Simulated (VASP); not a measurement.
Runs of VASP 6.6.1 on TaPb. The structure is that of space group Fm-3m (No. 225), or close to it. The cells are those of the table. 

| task | cell | k mesh | cutoff (eV) | gap on the mesh (eV) | pressure (GPa) | relaxed volume (Å³/atom) |
| --- | --- | --- | --- | --- | --- | --- |
| single point | a = 4.313 Å, angles 60.0°, 2 atoms | 6 × 6 × 6 | 520 | none | (a) | - |
| relaxation of cell and atoms | relaxed from a = 4.313 Å, angles 60.0°, 2 atoms | 6 × 6 × 6 | 600 | none | -0.1 | 24.01 |
| single point | a = 4.078 Å, angles 60.0°, 2 atoms | 16 × 16 × 16 | 520 | none | 0.1 | - |
| single point | a = 4.079 Å, angles 60.0°, 2 atoms | 6 × 6 × 6 | 520 | none | -0.1 | - |
| relaxation of cell and atoms | relaxed from a = 4.079 Å, angles 60.0°, 2 atoms | 16 × 16 × 16 | 600 | none | 0.0 | 23.98 |

Alike in all rows: level PBE; potentials or basis VASP PAW PBE potentials, release 64 (Ta_pv, Pb_d); no spin polarisation; smearing gaussian 0.1 eV.

Question: Estimate the missing entries.

Answer: (a) -11.6.

Caveats: spin-orbit coupling is left out, which moves the levels of the heavy elements; the volume moved by over 15 % at a fixed basis, so the end points are rough (some runs).

A k mesh can miss the band edges, and the runs leave out spin-orbit coupling on Pb, Ta.

A gap of «none» marks levels without a gap at the run's occupations.
